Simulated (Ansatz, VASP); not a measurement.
# Two plane-wave programs on V

The input INCAR:

```
PREC = Accurate ; ENCUT = 600
EDIFF = 1E-7 ; ISMEAR = -1
SIGMA = 0.05 ; LREAL = False
LASPH = True ; NELM = 150
ALGO = Normal ; ISIF = 3
LWAVE = False ; LCHARG = False
ISPIN = 2 ; MAGMOM = 1.5
LORBIT = 11 ; LMAXMIX = 4
GGA = PE ; IBRION = 2
NSW = 100 ; EDIFFG = -0.005
```

KPOINTS

```
Automatic mesh
0
Gamma
  15 15 15
```

File POSCAR:

```
V
1.0
   -1.5143500000      1.5143500000      1.5143500000
    1.5143500000     -1.5143500000      1.5143500000
    1.5143500000      1.5143500000     -1.5143500000
V
1
Direct
    0.0000000000      0.0000000000      0.0000000000
```

Input for Ansatz:

```yaml
crystal:
  lattice:
    - [-1.51435, 1.51435, 1.51435]
    - [1.51435, -1.51435, 1.51435]
    - [1.51435, 1.51435, -1.51435]
  atoms:
    - { symbol: V, position: [0.0, 0.0, 0.0], spin: 1.5 }
magnetization:
  spin_polarized: true
kpoints:
  mp_grid: { grid: [15, 15, 15] }
scf:
  occupations: { method: fermi_dirac, width: 0.05 }
hamiltonian:
  xc: pbe
  pseudopotentials: { kind: paw }
output:
  forces: true
  stress: true
  efg: { contact_densities: true }
relax:
  f_tol: 0.005
  max_steps: 80
  cell: {}
```

Alike in both runs: task relaxation of cell and atoms; functional PBE; k mesh 15 × 15 × 15; occupations fermi-dirac, width 0.05 eV; collinear spin.

```csv
,VASP,Ansatz
version,VASP 6.6.1,Ansatz 0.2.0
potentials or method,"VASP PAW PBE potentials, release 64 (V_sv)","PAW with Ansatz's default frozen-core files, scalar-relativistic"
plane-wave cutoff (eV),600,420
valence electrons in the cell,13,13
```

Ansatz gave:

```
net moment per atom (μB)                                     : 0.00
relaxed volume (Å³/atom)                                     : 13.45
relaxed cell length with the largest relative difference (Å) : 2.595
```

Question: Which values does VASP return?

Answer: net moment per atom (μB): 0.00; relaxed volume (Å³/atom): 13.46; relaxed cell length with the largest relative difference (Å): 2.596.

Ansatz's warnings: seeded moment not kept.
